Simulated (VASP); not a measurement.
Runs of VASP 6.6.1 on Al5Si3C3N5. The typed cell holds 16 atoms: a = 6.199 Å, b = 5.368 Å, c = 5.008 Å, α = 90.00°, β = 90.00°, γ = 90.00°. 

| k mesh | smearing | gap on the mesh (eV) | pressure (GPa) | largest force (eV/Å) |
| --- | --- | --- | --- | --- |
| 2 × 2 × 2, shifted | tetrahedron | 3.11 | 8.7 | 8.90 |
| 1 × 1 × 1, shifted | fermi-dirac 0.05 eV | 3.44 | 8.5 | (b) |
| 2 × 2 × 2, shifted | fermi-dirac 0.05 eV | 3.11 | 8.7 | 8.90 |
| 1 × 1 × 2 | fermi-dirac 0.05 eV | 2.42 | 7.4 | (a) |

Alike in all rows: task single point; level PBEsol; potentials or basis VASP PAW PBE potentials, release 64 (Al, Si, C, N); no spin polarisation; cell as given; cutoff (eV) 520.

Estimate the missing entries.

(a) 8.74; (b) 9.15.

Caveats: all runs use coarse meshes; the PAW data sets were made with another functional, which shifts forces and pressure a little.

A k mesh can miss the band edges.
